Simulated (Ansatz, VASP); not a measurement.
**HfO2 in VASP and in Ansatz**

```
Hf O
1.0
     4.73193    0.00000    0.00000
     0.00000    4.73193    0.00000
     0.00000    0.00000    3.15108
Hf O
2 4
Cartesian
  0.0000 0.0000 0.0000
  2.3660 2.3660 1.5755
  0.9225 3.8094 1.5755
  1.4435 1.4435 0.0000
  3.2885 3.2885 0.0000
  3.8094 0.9225 1.5755
```

Alike in both runs: task single point; functional PBEsol; k mesh 4 × 4 × 6; no spin polarisation.

|  | VASP | Ansatz |
| --- | --- | --- |
| version | VASP 6.6.1 | Ansatz 0.2.0 |
| potentials or method | VASP PAW PBE potentials, release 64 (Hf_pv, O), cutoff 520 eV | plane waves, PAW |
| occupations | gaussian, width 0.01 eV | fixed |
| valence electrons in the cell | 44 | 76 |

```tsv
	VASP	Ansatz	Ansatz less VASP
pressure (GPa)	12.5	15.4	+2.93
traceless stress, the component that is largest in VASP (GPa)	1.95	2.39	+0.436
```

VASP's potentials were made for PBE, not for PBEsol. VASP's potentials hold 44 valence electrons a cell and Ansatz's 76, so a difference there can come from the potentials and not from the codes.

Spin-orbit coupling is off throughout.
